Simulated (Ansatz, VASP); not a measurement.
**Two plane-wave programs on InP**

```xyz
2
Lattice="0.0000 3.0386 2.9538 3.0386 0.0000 2.9538 3.0386 3.0386 0.0000" Properties=species:S:1:pos:R:3 pbc="T T T"
In    0.0000    0.0000    0.0000
P     1.5193    1.5193    1.4769
```

Change from the starting cell: biaxial_xy strain +2.9%.

Alike in both runs: task single point; functional HSE06; k mesh 6 × 6 × 6; no spin polarisation.

```csv
,VASP,Ansatz
version,VASP 6.6.1,Ansatz 0.2.0
potentials or method,"VASP PAW PBE potentials, release 64 (In_d, P)","plane waves, PAW"
plane-wave cutoff (eV),520,420
occupations,"gaussian, width 0.01 eV",fixed
valence electrons in the cell,18,18
```

Ansatz gave:

- gap on the k mesh at the Fermi level (eV): 0.92
- pressure (GPa): -3.6
- traceless stress, the component that is largest in VASP (GPa): 0.87

What did VASP give for the same quantities?

gap on the k mesh at the Fermi level (eV): 0.91; pressure (GPa): -3.7; traceless stress, the component that is largest in VASP (GPa): 0.87.

Ansatz's warnings: stress exchange threshold loose, stress scf threshold loose.
